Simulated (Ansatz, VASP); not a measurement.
AlNi in VASP and in Ansatz

The input INCAR:

```
PREC = Accurate
ENCUT = 520
EDIFF = 1E-8
ISMEAR = -1
SIGMA = 0.15
LREAL = F
LASPH = T
NELM = 120
ALGO = Normal
ISIF = 2
LWAVE = F
LCHARG = F
GGA = PE
LEFG = T
NBANDS = 14
GGA_COMPAT = F
```

KPOINTS

```
regular mesh
0
Gamma
  16 16 14
```

The input POSCAR:

```
AlNi
1.0
    2.0460877322     -2.0460877322      0.0000000000
    2.0460877322      2.0460877322      0.0000000000
    0.0000000000      0.0000000000      2.8954166534
Al Ni
1 1
Direct
    0.0000000000      0.0000000000      0.0000000000
    0.5000000000      0.5000000000      0.5000000000
```

Input for Ansatz:

```yaml
crystal:
  lattice:
    - [2.0460877322, -2.0460877322, 0.0]
    - [2.0460877322, 2.0460877322, 0.0]
    - [0.0, 0.0, 2.8954166534]
  atoms:
    - { symbol: Al, position: [0.0, 0.0, 0.0] }
    - { symbol: Ni, position: [0.5, 0.5, 0.5] }
basis:
  ecutwfc: 420
kpoints:
  mp_grid: { grid: [16, 16, 14] }
hamiltonian:
  xc: pbe
scf:
  occupations: { method: fermi_dirac, width: 0.15 }
output:
  forces: true
  stress: true
  eigenvalues: true
  efg: {}
checkpoint:
  read: start.run
  write: ck
  compress: false
  write_wavefunctions: false
  write_every: 100000
```

Alike in both runs: task electric field gradients; functional PBE; k mesh 16 × 16 × 14; occupations fermi-dirac, width 0.15 eV; no spin polarisation.

```csv
,VASP,Ansatz
version,VASP 6.6.1,Ansatz 0.2.0
potentials or method,"VASP PAW PBE potentials, release 64 (Al, Ni), cutoff 520 eV","scalar-relativistic, plane waves, PAW"
valence electrons in the cell,13,21
```

```csv
,VASP,Ansatz,Ansatz less VASP
gap on the k mesh at the Fermi level (eV),none,none,-
pressure (GPa),0.0,0.0,0.00
size of Vzz on the site where it differs most (V/Å²),0.1,0.1,-0.03
```

A gap of «none» marks a metal or a gap that the smearing closes. VASP's potentials hold 13 valence electrons a cell and Ansatz's 21, so a difference there can come from the potentials and not from the codes.
